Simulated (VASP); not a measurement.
Pb: single point with PBEsol

The system is Pb.

```
Pb
1.0
     5.40926    0.00000    0.00000
    -2.70463    4.68455    0.00000
     0.00000    0.00000    3.28608
Pb
3
Direct
  0.00000 0.00000 0.00000
  0.33333 0.66667 0.50000
  0.66667 0.33333 0.50000
```

This isn't the form of Pb at room conditions, which is fcc.

```
Program                : VASP 6.6.1
Task                   : single point
Functional             : PBEsol
Potentials or basis    : VASP PAW PBE potentials, release 64 (Pb_d)
Cutoff                 : 520 eV
k mesh                 : 8 × 8 × 11
Occupations            : fermi-dirac, width 0.1 eV
Spin                   : no spin polarisation
Dipole correction      : no
Further INCAR settings : ALGO = Normal; EDIFF = 1e-06; NBANDS = 28
```

The pressure is 4.8 GPa and the band gap on the k mesh is zero (bands 21 and 22 overlap by 4.00 eV).

Stress tensor (GPa, compression positive):
```
5.40 0.00 0.00
0.00 5.40 0.00
0.00 0.00 3.64
```

Levels at points of the mesh, in eV from the Fermi level:
```tsv
k point	band 19	band 20	band 21	band 22	band 23	band 24
(0.00, 0.00, 0.00)	-2.38	-2.38	-2.26	-2.26	3.09	7.28
(0.50, 0.00, 0.00)	-4.52	0.82	0.89	3.17	3.40	4.31
```

Run time: 100 s on 1 thread of Intel Xeon 8259CL (shared host), peak memory 0.25 GiB.

Caveat: the cell stands under pressure; the PAW data sets were made with another functional, which shifts forces and pressure a little; spin-orbit coupling is left out, which moves the levels of the heavy elements.
